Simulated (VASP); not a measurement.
Runs of VASP 6.6.1 on P. The structure is that of space group P6_3/mmc (No. 194), or close to it. The cells are those of the table. 

| task | cell | k mesh | cutoff (eV) | gap on the mesh (eV) | pressure (GPa) |
| --- | --- | --- | --- | --- | --- |
| single point | a = 3.401, b = 3.401, c = 3.285 Å, angles 90.0, 90.0, 120.0°, 2 atoms | 12 × 12 × 11 | 520 | none | 2.9 |
| single point | a = 3.448, b = 3.448, c = 3.330 Å, angles 90.0, 90.0, 120.0°, 2 atoms | 13 × 13 × 7 | 520 | none | 0.2 |
| relaxation of cell and atoms | relaxed from a = 2.782, b = 2.782, c = 4.543 Å, angles 90.0, 90.0, 120.0°, 2 atoms | 13 × 13 × 7 | 600 | none | 0.0 |
| single point | a = 3.448, b = 3.448, c = 3.330 Å, angles 90.0, 90.0, 120.0°, 2 atoms | 12 × 12 × 11 | 520 | none | -0.1 |
| single point | a = 3.353, b = 3.353, c = 3.239 Å, angles 90.0, 90.0, 120.0°, 2 atoms | 12 × 12 × 11 | 520 | none | (a) |

Alike in all rows: level BLYP; potentials or basis VASP PAW PBE potentials, release 64 (P); no spin polarisation; smearing fermi-dirac 0.1 eV.

Q: Fill in the values left out.

A: (a) 6.5.

Caveats: the PAW data sets were made with another functional, which shifts forces and pressure a little.

A gap of «none» marks levels without a gap at the run's occupations.
